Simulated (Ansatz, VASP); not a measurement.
## ZnO in VASP and in Ansatz

```
Zn O
1.0
     3.24940    0.00000    0.00000
    -1.62470    2.81406    0.00000
     0.00000    0.00000    5.20380
Zn O
2 2
Direct
  0.33333 0.66667 0.00000
  0.66667 0.33333 0.50000
  0.33333 0.66667 0.38210
  0.66667 0.33333 0.88210
```

Alike in both runs: task relaxation of the atoms; functional PBE; k mesh 8 × 8 × 5; no spin polarisation.

|  | VASP | Ansatz |
| --- | --- | --- |
| version | VASP 6.6.1 | Ansatz 0.2.0 |
| potentials or method | VASP PAW PBE potentials, release 64 (Zn, O) | scalar-relativistic, plane waves, PAW |
| plane-wave cutoff (eV) | 520 | 420 |
| occupations | gaussian, width 0.01 eV | fixed |
| valence electrons in the cell | 36 | 36 |

Ansatz gave:

- gap on the k mesh at the Fermi level, each at its own relaxed structure (eV): 0.80

**Question.** What did VASP give for the same quantities?

**Answer.** gap on the k mesh at the Fermi level, each at its own relaxed structure (eV): 0.79.
